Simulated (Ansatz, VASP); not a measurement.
Two plane-wave programs on TaN

```
CELL_PARAMETERS angstrom
2.52192 0.00000 0.00000
-1.26096 2.18405 0.00000
0.00000 0.00000 5.11689
ATOMIC_POSITIONS crystal
Ta 0.33333 0.66667 0.87091
N 0.66667 0.33333 0.58688
```

Alike in both runs: task relaxation of cell and atoms; functional PBE; k mesh 6 × 6 × 4; occupations gaussian, width 0.1 eV; no spin polarisation.

|  | VASP | Ansatz |
| --- | --- | --- |
| version | VASP 6.6.1 | Ansatz 0.2.0 |
| potentials or method | VASP PAW PBE potentials, release 64 (Ta_sv_GW, N), cutoff 700 eV | scalar-relativistic, plane waves, PAW |
| valence electrons in the cell | 18 | 18 |

|  | VASP | Ansatz | Ansatz less VASP |
| --- | --- | --- | --- |
| relaxed volume (Å³/atom) | 16.08 | 20.68 | +4.606 |
| relaxed length of the cell vector where the two differ most in proportion (Å) | 3.180 | 4.829 | +1.6489 |

One of these differences is far larger than is usual between the two programs; its cause wasn't traced.

The k mesh is coarse, so the values compare programs but aren't converged. Neither program's run includes spin-orbit coupling.
